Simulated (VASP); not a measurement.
Wanted: the native input for a VASP 6.6.1 run.

```yaml
Task: single point
Functional: PBE
Potentials_or_basis: VASP PAW PBE potentials, release 64 (Rb_sv, Ir)
Cutoff: 520 eV
k_mesh: 9 × 9 × 9
Occupations: fermi-dirac, width 0.05 eV
Spin: no spin polarisation
Dipole_correction: no
Further_INCAR_settings: ALGO = Normal; EDIFF = 1e-06; NBANDS = 16
```

The structure of RbIr (CsCl type) lies in POSCAR:

```
RbIr
1.0
    3.8144273720      0.0000000000      0.0000000000
    0.0000000000      3.8144273720      0.0000000000
    0.0000000000      0.0000000000      3.8144273720
Rb Ir
1 1
Direct
    0.0000000000      0.0000000000      0.0000000000
    0.5000000000      0.5000000000      0.5000000000
```

The input as run:

INCAR

```
PREC = Accurate ; ENCUT = 520
EDIFF = 1E-6 ; ISMEAR = -1
SIGMA = 0.05 ; LREAL = F
LASPH = T ; NELM = 80
ALGO = Normal ; ISIF = 2
LWAVE = F ; LCHARG = F
GGA = PE ; NBANDS = 16
```

KPOINTS

```
regular mesh
0
Gamma
  9 9 9
```

Potentials or basis: VASP PAW PBE potentials, release 64 (Rb_sv, Ir).

The run is started by

```sh
$ cat potpaw_PBE.64/Rb_sv/POTCAR potpaw_PBE.64/Ir/POTCAR > POTCAR
$ mpirun -np 1 vasp_std > vasp.out
```

Results of the run:

```yaml
Pressure: 0.0 GPa
Band_gap_on_the_k_mesh: zero (bands 9 and 10 overlap by 0.63 eV)
```

Caveat: spin-orbit coupling is left out, which moves the levels of the heavy elements.

Wall time 19 s on 1 thread of Oxide Virtual Turin-like Processor, on a shared host, peak memory 0.14 GiB.
